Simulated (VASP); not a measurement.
# CaB6 (Pm-3m) in VASP: notebook

Runs on CaB6. Level: PBE. Tasks: single point.

Everything below comes from runs of VASP 6.6.1. Logs are shortened: lines on timing, memory, paths and dates and some standing lists are left out, and cuts for length are marked.

### Step 1. The cell of the first run

The structure is cubic, space group Pm-3m (No. 221). Conventional cell: a = 4.144 Å, b = 4.144 Å, c = 4.144 Å, α = 90.00°, β = 90.00°, γ = 90.00°. Ca (site symmetry m-3m) has 24 B at 3.05 Å within 4.0 Å. Within 2.2 Å of B (site symmetry 4mm) lie 5 B at 1.67 to 1.75 Å.

### Step 2. Single point, PBE

Contents of INCAR:

```
ALGO = Normal
EDIFF = 1E-6
ENCUT = 520
GGA = PE
ISIF = 2
ISMEAR = 0
LASPH = True
LCHARG = False
LREAL = False
LWAVE = False
NBANDS = 23
NELM = 100
PREC = Accurate
SIGMA = 0.2
```

Contents of KPOINTS:

```
k-points
0
Gamma
  4 4 4
```

Contents of POSCAR:

```
CaB6
1.0
    4.1437636980      0.0000000000      0.0000000000
    0.0000000000      4.1437636980      0.0000000000
    0.0000000000      0.0000000000      4.1437636980
Ca B
1 6
Direct
    0.0000000000      0.0000000000      0.0000000000
    0.2013963541      0.5000000000      0.5000000000
    0.5000000000      0.2013963541      0.5000000000
    0.7986036459      0.5000000000      0.5000000000
    0.5000000000      0.7986036459      0.5000000000
    0.5000000000      0.5000000000      0.2013963541
    0.5000000000      0.5000000000      0.7986036459
```

Potentials or basis: VASP PAW PBE potentials, release 64 (Ca_sv, B).

Command:

```bash
cat potpaw_PBE.64/Ca_sv/POTCAR potpaw_PBE.64/B/POTCAR > POTCAR
mpirun -np 1 vasp_std > vasp.out
```

OUTCAR:

```text
EDIFF = 1E-6
   ENCUT = 520
   GGA = PE
   ISIF = 2
   ISMEAR = 0
   LASPH = True
   LREAL = False
   NELM = 100
   PREC = Accurate

 ion  position               nearest neighbor table
   1  0.000  0.000  0.000-
   2  0.201  0.500  0.500-   4 1.67   3 1.75   5 1.75   6 1.75   7 1.75
   3  0.500  0.201  0.500-   5 1.67   4 1.75   2 1.75   6 1.75   7 1.75
   4  0.799  0.500  0.500-   2 1.67   3 1.75   5 1.75   6 1.75   7 1.75
   5  0.500  0.799  0.500-   3 1.67   2 1.75   4 1.75   6 1.75   7 1.75
   6  0.500  0.500  0.201-   7 1.67   3 1.75   4 1.75   5 1.75   2 1.75
   7  0.500  0.500  0.799-   6 1.67   3 1.75   4 1.75   5 1.75   2 1.75

  LATTYP: Found a simple cubic cell.
 ALAT       =     4.1437636980

  Lattice vectors:

 A1 = (   4.1437636980,   0.0000000000,   0.0000000000)
 A2 = (   0.0000000000,   4.1437636980,   0.0000000000)
 A3 = (   0.0000000000,   0.0000000000,   4.1437636980)

Analysis of symmetry for initial positions (statically):
=====================================================================
 Subroutine PRICEL returns:
 Original cell was already a primitive cell.

 Routine SETGRP: Setting up the symmetry group for a
 simple cubic supercell.

 Subroutine GETGRP returns: Found 48 space group operations
 (whereof 48 operations were pure point group operations)
 out of a pool of 48 trial point group operations.

The static configuration has the point symmetry O_h .

Analysis of symmetry for dynamics (positions and initial velocities):
=====================================================================
 Subroutine PRICEL returns:
 Original cell was already a primitive cell.

 Routine SETGRP: Setting up the symmetry group for a
 simple cubic supercell.

 Subroutine GETGRP returns: Found 48 space group operations
 (whereof 48 operations were pure point group operations)
 out of a pool of 48 trial point group operations.

The dynamic configuration has the point symmetry O_h .

 Subroutine INISYM returns: Found 48 space group operations
 (whereof 48 operations are pure point group operations),
 and found     1 'primitive' translations

----------------------------------------------------------------------------------------

                                     Primitive cell

  volume of cell :      71.1516

  direct lattice vectors                    reciprocal lattice vectors
     4.143763698  0.000000000  0.000000000     0.241326502  0.000000000  0.000000000
     0.000000000  4.143763698  0.000000000     0.000000000  0.241326502  0.000000000
     0.000000000  0.000000000  4.143763698     0.000000000  0.000000000  0.241326502

  length of vectors
     4.143763698  4.143763698  4.143763698     0.241326502  0.241326502  0.241326502

  position of ions in fractional coordinates (direct lattice)
     0.000000000  0.000000000  0.000000000
     0.201396354  0.500000000  0.500000000
     0.500000000  0.201396354  0.500000000
     0.798603646  0.500000000  0.500000000
     0.500000000  0.798603646  0.500000000
     0.500000000  0.500000000  0.201396354
     0.500000000  0.500000000  0.798603646

  ion indices of the primitive-cell ions
   primitive index   ion index
                 1           1
                 2           2
                 3           3
                 4           4
                 5           5
                 6           6
                 7           7

----------------------------------------------------------------------------------------

 KPOINTS: k-points

Automatic generation of k-mesh.
 Grid dimensions read from file:
 generate k-points for:    4    4    4

 Generating k-lattice:

  Cartesian coordinates                     Fractional coordinates (reciprocal lattice)
     0.060331626  0.000000000  0.000000000     0.250000000  0.000000000  0.000000000
     0.000000000  0.060331626  0.000000000     0.000000000  0.250000000  0.000000000
     0.000000000  0.000000000  0.060331626     0.000000000  0.000000000  0.250000000

  Length of vectors
     0.060331626  0.060331626  0.060331626

  Shift w.r.t. Gamma in fractional coordinates (k-lattice)
     0.000000000  0.000000000  0.000000000

 Subroutine IBZKPT returns following result:
 ===========================================

 Found     10 irreducible k-points:

 Following reciprocal coordinates:
            Coordinates               Weight
  0.000000  0.000000  0.000000      1.000000
  0.250000  0.000000  0.000000      6.000000
  0.500000  0.000000  0.000000      3.000000
  0.250000  0.250000  0.000000     12.000000
  0.500000  0.250000  0.000000     12.000000
  0.500000  0.500000  0.000000      3.000000
  0.250000  0.250000  0.250000      8.000000
  0.500000  0.250000  0.250000     12.000000
  0.500000  0.500000  0.250000      6.000000
  0.500000  0.500000  0.500000      1.000000
   k-points           NKPTS =     10   k-points in BZ     NKDIM =     10   number of bands    NBANDS=     23
   number of dos      NEDOS =    301   number of ions     NIONS =      7
   total plane-waves  NPLWV =  32768
   dimension x,y,z NGX =    32 NGY =   32 NGZ =   32
   dimension x,y,z NGXF=    64 NGYF=   64 NGZF=   64
   ions per type =               1   6
   NGX,Y,Z   is equivalent  to a cutoff of  12.84, 12.84, 12.84 a.u.
   NGXF,Y,Z  is equivalent  to a cutoff of  25.68, 25.68, 25.68 a.u.
 SYSTEM =  unknown system
   PREC   = accura    normal or accurate (medium, high low for compatibility)
   ISTART =      0    job   : 0-new  1-cont  2-samecut
   ICHARG =      2    charge: 1-file 2-atom 10-const
   ISPIN  =      1    spin polarized calculation?
   LNONCOLLINEAR =      F non collinear calculations
   LSORBIT =      F    spin-orbit coupling
   LASPH  =      T    aspherical Exc in radial PAW
   ENCUT  =  520.0 eV  38.22 Ry    6.18 a.u.   7.70  7.70  7.70*2*pi/ulx,y,z
   NELM   =    100;   NELMIN=  2; NELMDL= -5     # of ELM steps
   EDIFF  = 0.1E-05   stopping-criterion for ELM
   LREAL  =      F    real-space projection
   EDIFFG = 0.1E-04   stopping-criterion for IOM
   NSW    =      0    number of steps for IOM
   IBRION =     -1    ionic relax: 0-MD 1-quasi-New 2-CG
   NFREE  =      0    steps in history (QN), initial steepest desc. (CG)
   ISIF   =      2    stress and relaxation
   ISYM   =      2    0-nonsym 1-usesym 2-fastsym
   POTIM  = 0.5000    time-step for ionic-motion
   TEBEG  =    0.0;   TEEND  =   0.0 temperature during run
   PSTRESS=    0.0 pullay stress
   NELECT =      28.0000    total number of electrons
   NUPDOWN=      -1.0000    fix difference up-down
   EMIN   =  10.00;   EMAX   =-10.00  energy-range for DOS
   EFERMI =   0.00;   METHOD = LEGACY
   ISMEAR =     0;   SIGMA  =   0.20  broadening in eV -4-tet -1-fermi 0-gaus
   EFERMI_NEDOS =   21; number of points for ismear=-14 and -15
   IALGO  =     38    algorithm
   IMIX   =      4    mixing-type and parameters
     AMIX     =   0.40;   BMIX     =  1.00
     AMIX_MAG =   1.60;   BMIX_MAG =  1.00
  volume/ion in A,a.u.               =      10.16        68.59
  Fermi-wavevector in a.u.,A,eV,Ry     =   1.199681  2.267069 19.581981  1.439235
  Thomas-Fermi vector in A             =   2.335537
   LORBIT       =      0    0 simple, 1 ext, 2 COOP (PROOUT), +10 PAW based schemes
   GGA     = PE    functional components
   LHFCALC =     F    Hartree Fock is set to
   AEXX    =    0.0000 exact exchange contribution
   IVDW    =     0    specifies the selected vdW correction
   LEPSILON=     F    determine dielectric tensor
   LRPA    =     F    only Hartree local field effects (RPA)
 non-spin polarized calculation
 Gauss-broadening in eV      SIGMA  =   0.20
  energy-cutoff  :      520.00
  volume of cell :       71.15
 maximum number of plane-waves:      1936
 NGX is ok and might be reduce to    32
   NGX = 15   NGY = 15   NGZ = 15

 number of electron      28.0000006 magnetization

 Free energy of the ion-electron system (eV)
  ---------------------------------------------------
  ext. energy  EPLUGINS =         0.00000000
  ---------------------------------------------------
  free energy    TOTEN  =       -44.98074786 eV

  energy without entropy =      -44.96688702  energy(sigma->0) =      -44.97381744

 E-fermi :   4.6976     XC(G=0): -10.5813

 val. band max:        4.5773150407   @ k =   0.5000   0.0000   0.0000
 cond. band min:       4.7291217902   @ k =   0.5000   0.0000   0.0000
 fundamental gap:      0.1518067495
 Fermi energy:         4.6976095483

 k-point     1 :       0.0000    0.0000    0.0000
  band No.  band energies     occupation
      1     -36.4464      2.00000
      2     -17.4332      2.00000
      3     -17.4332      2.00000
      4     -17.4332      2.00000
      5      -9.7938      2.00000
      6      -2.2169      2.00000
[... 15 lines left out ...]
     22       9.4429      0.00000
     23      10.5580      0.00000

 k-point     2 :       0.2500    0.0000    0.0000
  band No.  band energies     occupation
      1     -36.4452      2.00000
      2     -17.4630      2.00000
      3     -17.4298      2.00000
      4     -17.4298      2.00000
      5      -9.6101      2.00000
      6      -3.9190      2.00000
[... 15 lines left out ...]
     22       9.7203      0.00000
     23      10.1169      0.00000

 k-point     3 :       0.5000    0.0000    0.0000
  band No.  band energies     occupation
      1     -36.4440      2.00000
      2     -17.4925      2.00000
      3     -17.4264      2.00000
      4     -17.4264      2.00000
      5      -9.3965      2.00000
      6      -4.8044      2.00000
[... 15 lines left out ...]
     22      11.2394      0.00000
     23      11.2394      0.00000
[... 131 lines left out ...]
 k-point     9 :       0.5000    0.5000    0.2500
  band No.  band energies     occupation
      1     -36.4406      2.00000
      2     -17.4750      2.00000
      3     -17.4750      2.00000
      4     -17.4452      2.00000
      5      -9.0424      2.00000
      6      -3.9868      2.00000
[... 15 lines left out ...]
     22      10.4161      0.00000
     23      11.8578      0.00000

 k-point    10 :       0.5000    0.5000    0.5000
  band No.  band energies     occupation
      1     -36.4394      2.00000
      2     -17.4701      2.00000
      3     -17.4701      2.00000
      4     -17.4701      2.00000
      5      -8.8957      2.00000
      6      -3.8390      2.00000
[... 15 lines left out ...]
     22      12.5901      0.00000
     23      12.5901      0.00000

------------------------ aborting loop because EDIFF is reached ----------------------------------------

  FORCE on cell =-STRESS in cart. coord.  units (eV):
  Direction    XX          YY          ZZ          XY          YZ          ZX
  --------------------------------------------------------------------------------------
  -------------------------------------------------------------------------------------
  Total        0.1411403      0.1411403      0.1411403      0.0000000      0.0000000      0.0000000
  in kB        3.1781665      3.1781665      3.1781665      0.0000000      0.0000000      0.0000000
  external PRESSURE =       3.1781665 kB  Pullay stress =       0.0000000 kB

 VOLUME and BASIS-vectors are now :
 -----------------------------------------------------------------------------
  energy-cutoff  :      520.00
  volume of cell :       71.15
      direct lattice vectors                 reciprocal lattice vectors
     4.143763698  0.000000000  0.000000000     0.241326502  0.000000000  0.000000000
     0.000000000  4.143763698  0.000000000     0.000000000  0.241326502  0.000000000
     0.000000000  0.000000000  4.143763698     0.000000000  0.000000000  0.241326502

 POSITION                                       TOTAL-FORCE (eV/Angst)
 -----------------------------------------------------------------------------------
      0.00000      0.00000      0.00000        -0.000000     -0.000000      0.000000
      0.83454      2.07188      2.07188        -0.023108     -0.000000     -0.000000
      2.07188      0.83454      2.07188        -0.000000     -0.023108      0.000000
      3.30922      2.07188      2.07188         0.023108      0.000000      0.000000
      2.07188      3.30922      2.07188        -0.000000      0.023108     -0.000000
      2.07188      2.07188      0.83454        -0.000000      0.000000     -0.023108
      2.07188      2.07188      3.30922        -0.000000     -0.000000      0.023108
 -----------------------------------------------------------------------------------
    total drift:                                0.000000     -0.000000     -0.000000

  FREE ENERGIE OF THE ION-ELECTRON SYSTEM (eV)
  ---------------------------------------------------
  free  energy   TOTEN  =       -44.9807478553 eV

  energy  without entropy=      -44.9668870213  energy(sigma->0) =      -44.97381744
```

It took 8.4 s on 1 thread of Intel Xeon 6975P-C (Granite Rapids), shared host; peak memory 0.17 GiB.

Results:

```
Free energy            : -44.9807 eV
Pressure               : 0.3 GPa
Largest force          : 0.023 eV/Å
Band gap on the k mesh : 0.15 eV, direct
```

Forces on the atoms (eV/Å):
```
Ca   0.000  0.000  0.000
B   -0.023  0.000  0.000
B    0.000 -0.023  0.000
B    0.023  0.000  0.000
B    0.000  0.023  0.000
B    0.000  0.000 -0.023
B    0.000  0.000  0.023
```

A k mesh can miss the band edges.

### Step 3. Single point, PBE

This run uses another cell than the first one, of 10.20 Å³/atom, 1.003 times its volume.

Contents of INCAR:

```
ALGO = Normal
EDIFF = 1E-6
ENCUT = 520
GGA = PE
ISIF = 2
ISMEAR = 0
LASPH = T
LCHARG = F
LREAL = F
LWAVE = F
NBANDS = 23
NELM = 80
PREC = Accurate
SIGMA = 0.2
```

Contents of KPOINTS:

```
k-points
0
Gamma
  6 6 6
```

Contents of POSCAR:

```
CaB6
1.0
    4.1479177234      0.0000000000      0.0000000000
    0.0000000000      4.1479177234      0.0000000000
    0.0000000000      0.0000000000      4.1479177234
Ca B
1 6
Direct
    0.0000000000      0.0000000000      0.0000000000
    0.2017760847      0.5000000000      0.5000000000
    0.5000000000      0.2017760847      0.5000000000
    0.7982239153      0.5000000000      0.5000000000
    0.5000000000      0.7982239153      0.5000000000
    0.5000000000      0.5000000000      0.2017760847
    0.5000000000      0.5000000000      0.7982239153
```

Potentials or basis: VASP PAW PBE potentials, release 64 (Ca_sv, B).

Command:

```bash
cat potpaw_PBE.64/Ca_sv/POTCAR potpaw_PBE.64/B/POTCAR > POTCAR
mpirun -np 1 vasp_std > vasp.out
```

Run time: 14 s. Hardware: 1 thread of Intel Xeon 6975P-C (Granite Rapids), shared host; peak memory 0.18 GiB.

The run converged. Its results:

| Item | Value |
| --- | --- |
| Free energy | -45.0181 eV |
| Pressure | 0.1 GPa |
| Largest force | 0.037 eV/Å |

Forces on the atoms (eV/Å):
```
Ca   0.000  0.000  0.000
B   -0.037  0.000  0.000
B    0.000 -0.037  0.000
B    0.037  0.000  0.000
B    0.000  0.037  0.000
B    0.000  0.000 -0.037
B    0.000  0.000  0.037
```

Levels at points of the mesh, in eV from the Fermi level:
```csv
k point,band 12,band 13,band 14,band 15,band 16,band 17
"(0.00, 0.00, 0.00)",-0.40,-0.40,-0.40,2.75,2.75,2.75
"(0.50, 0.00, 0.00)",-2.45,-1.85,-0.15,-0.01,3.12,3.12
"(0.50, 0.50, 0.00)",-2.76,-1.55,-1.55,3.00,3.00,3.98
"(0.50, 0.50, 0.50)",-1.16,-1.16,-1.16,4.18,4.66,4.66
```
